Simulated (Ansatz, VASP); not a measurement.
**Ti in VASP and in Ansatz**

File INCAR:

```
PREC     = Accurate       # precision mode
ENCUT    = 520            # plane-wave cutoff, eV
EDIFF    = 1E-7           # SCF threshold, eV
ISMEAR   = -1             # smearing method
SIGMA    = 0.08           # smearing width, eV
LREAL    = F              # projectors in reciprocal space
LASPH    = T              # aspherical terms in the spheres
NELM     = 100            # most SCF steps
ALGO     = Normal         # electronic algorithm
ISIF     = 2              # what is computed and relaxed
LWAVE    = F              # write WAVECAR
LCHARG   = F              # write CHGCAR
GGA      = PE             # functional
NBANDS   = 12             # bands
```

File KPOINTS:

```
Automatic mesh
0
Gamma
  17 17 17
```

Contents of POSCAR:

```
Ti
1.0
   -1.6738200000      1.6410000000      1.6410000000
    1.6410000000     -1.6738200000      1.6410000000
    1.6410000000      1.6410000000     -1.6738200000
Ti
1
Direct
    0.0000000000      0.0000000000      0.0000000000
```

Input for Ansatz:

```yaml
crystal:
  lattice:
    - [-1.67382, 1.641, 1.641]
    - [1.641, -1.67382, 1.641]
    - [1.641, 1.641, -1.67382]
  atoms:
    - { symbol: Ti, position: [0.0, 0.0, 0.0] }
kpoints:
  mp_grid: { grid: [17, 17, 17] }
scf:
  occupations: { method: fermi_dirac, width: 0.08 }
hamiltonian:
  xc: pbe
  pseudopotentials: { kind: all_electron, lapw: { basis_error: 0.001 } }
output:
  forces: true
  stress: true
  eigenvalues: true
```

Change from the starting cell: equal xy, yz and zx shear strains of -2 %.

Alike in both runs: task single point; functional PBE; k mesh 17 × 17 × 17; occupations fermi-dirac, width 0.08 eV; no spin polarisation.

|  | VASP | Ansatz |
| --- | --- | --- |
| version | VASP 6.6.1 | Ansatz 0.2.0 |
| potentials or method | VASP PAW PBE potentials, release 64 (Ti_sv), cutoff 520 eV | all-electron LAPW, scalar-relativistic |

Ansatz gave:

* pressure (GPa): -2.2
* traceless stress, the component that is largest in VASP (GPa): 0.68

What did VASP give for the same quantities?

Pressure (GPa): -2.4; traceless stress, the component that is largest in VASP (GPa): 0.68.

Ansatz ran all-electron here, and VASP with PAW potentials.
